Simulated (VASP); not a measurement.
# Ir: single point with PBE

The system is Ir.

```
Ir
1.0
     0.00000    1.93518    1.93518
     1.93518    0.00000    1.93518
     1.93518    1.93518    0.00000
Ir
1
Direct
  0.00000 0.00000 0.00000
```

```json
{
 "Program": "VASP 6.6.1",
 "Task": "single point",
 "Functional": "PBE",
 "Potentials or basis": "VASP PAW PBE potentials, release 64 (Ir)",
 "Cutoff": "520 eV",
 "k mesh": "18 × 18 × 18",
 "Occupations": "gaussian, width 0.1 eV",
 "Spin": "no spin polarisation",
 "Dipole correction": "no",
 "Further INCAR settings": "ALGO = Normal; EDIFF = 1e-06; NBANDS = 10"
}
```

- Pressure: 0.6 GPa

Levels at points of the mesh, in eV from the Fermi level:
| k point | band 1 | band 2 | band 3 | band 4 | band 5 | band 6 | band 7 | band 8 |
| --- | --- | --- | --- | --- | --- | --- | --- | --- |
| (0.00, 0.00, 0.00) | -10.89 | -3.77 | -3.77 | -3.77 | -1.19 | -1.19 | 14.34 | 19.78 |
| (0.50, 0.00, 0.00) | -7.88 | -3.87 | -3.87 | -0.73 | 0.82 | 0.82 | 6.99 | 13.88 |
| (0.50, 0.50, 0.00) | -7.67 | -7.11 | 0.79 | 1.38 | 1.38 | 1.67 | 10.15 | 11.56 |

It took 8.1 s on 1 thread of Intel(R) Xeon(R) 6975P-C (Granite Rapids) (shared host), peak memory 0.14 GiB.

Caveat: spin-orbit coupling is left out, which moves the levels of the heavy elements.
